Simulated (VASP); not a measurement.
Set up this calculation in VASP 6.6.1, as the native input.

```yaml
Task: single point
Functional: PBEsol
Potentials_or_basis: VASP PAW PBE potentials, release 64 (K_sv, Ta_pv, O)
Cutoff: 520 eV
k_mesh: 8 × 8 × 8
Occupations: gaussian, width 0.05 eV
Spin: no spin polarisation
Dipole_correction: no
Further_INCAR_settings: ALGO = Normal; EDIFF = 1e-07; NBANDS = 27
```

The structure of KTaO3 lies in POSCAR:

```
KTaO3
1.0
    3.3875543774      0.0000000000      0.0000000000
    0.0000000000      3.9853580911      0.0000000000
    0.0000000000      0.0000000000      3.9853580911
K Ta O
1 1 3
Direct
    0.5000000000      0.5000000000      0.5000000000
    0.0000000000      0.0000000000      0.0000000000
    0.5000000000      0.0000000000      0.0000000000
    0.0000000000      0.5000000000      0.0000000000
    0.0000000000      0.0000000000      0.5000000000
```

This cell differs from its parent crystal: normal strain along x -0.1500, normal strain along z +0.0000.

These files were run (other wordings do the same):

INCAR

```
SYSTEM = KTaO3
PREC = Accurate
ENCUT = 520
EDIFF = 1E-7
ISMEAR = 0
SIGMA = 0.05
LREAL = .FALSE.
LASPH = .TRUE.
NELM = 80
ALGO = Normal
ISIF = 2
LWAVE = .FALSE.
LCHARG = .TRUE.
GGA = PS
LELF = .TRUE.
LVHAR = .TRUE.
NBANDS = 27
```

KPOINTS

```
Automatic mesh
0
G
  8 8 8
  0 0 0
```

Potentials or basis: VASP PAW PBE potentials, release 64 (K_sv, Ta_pv, O).

Launch:

```console
$ cat potpaw_PBE.64/K_sv/POTCAR potpaw_PBE.64/Ta_pv/POTCAR potpaw_PBE.64/O/POTCAR > POTCAR
$ mpirun -np 1 vasp_std > vasp.out
```

It gave:

```json
{
  "Pressure": "65.5 GPa",
  "Band gap on the k mesh": "1.68 eV, direct"
}
```

Caveat: the cell differs from its parent crystal (normal strain along x -0.1500, normal strain along z +0.0000); the PAW data sets were made with another functional, which shifts forces and pressure a little; spin-orbit coupling is left out, which moves the levels of the heavy elements.

It took 76 s on 1 thread of Intel Xeon 6975P-C (shared host), peak memory 0.24 GiB.
